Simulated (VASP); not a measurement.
Crystal: CaO.

```xyz
2
Lattice="0.0000 2.4065 2.4065 2.4065 0.0000 2.4065 2.4065 2.4065 0.0000" Properties=species:S:1:pos:R:3 pbc="T T T"
Ca    0.0000    0.0000    0.0000
O     2.4065    2.4065    2.4065
```

* Program: VASP 6.6.1
* Task: relaxation of cell and atoms
* Functional: PBEsol
* Potentials or basis: VASP PAW PBE potentials, release 64 (Ca_sv, O)
* Cutoff: 600 eV
* k mesh: 18 × 18 × 18
* Occupations: fermi-dirac, width 0.05 eV
* Spin: no spin polarisation

At the start: pressure -2.6 GPa; volume 13.94 Å³/atom.

Where does the relaxation end?

Over 3 steps the energy falls by 2.8 meV/atom and the volume is 13.61 Å³/atom (-2.4 %); space group Fm-3m (No. 225, to 0.1 Å) before and after.

Step by step:
| step | energy change (eV) | largest force (eV/Å) | pressure (GPa) | volume (Å³) |
| --- | --- | --- | --- | --- |
| 1 | 0.0000 | 0.0000 | -2.61 | 27.87 |
| 2 | -0.0047 | 0.0000 | 1.07 | 26.97 |
| 3 | -0.0055 | 0.0000 | 0.00 | 27.21 |

Final structure:
```yaml
crystal:
  lattice:
    - [0.00000, 2.38733, 2.38733]
    - [2.38733, 0.00000, 2.38733]
    - [2.38733, 2.38733, 0.00000]
  atoms:
    - { symbol: Ca, position: [0.00000, 0.00000, 0.00000] }
    - { symbol: O, position: [0.50000, 0.50000, 0.50000] }
```

Caveat: the PAW data sets were made with another functional, which shifts forces and pressure a little.
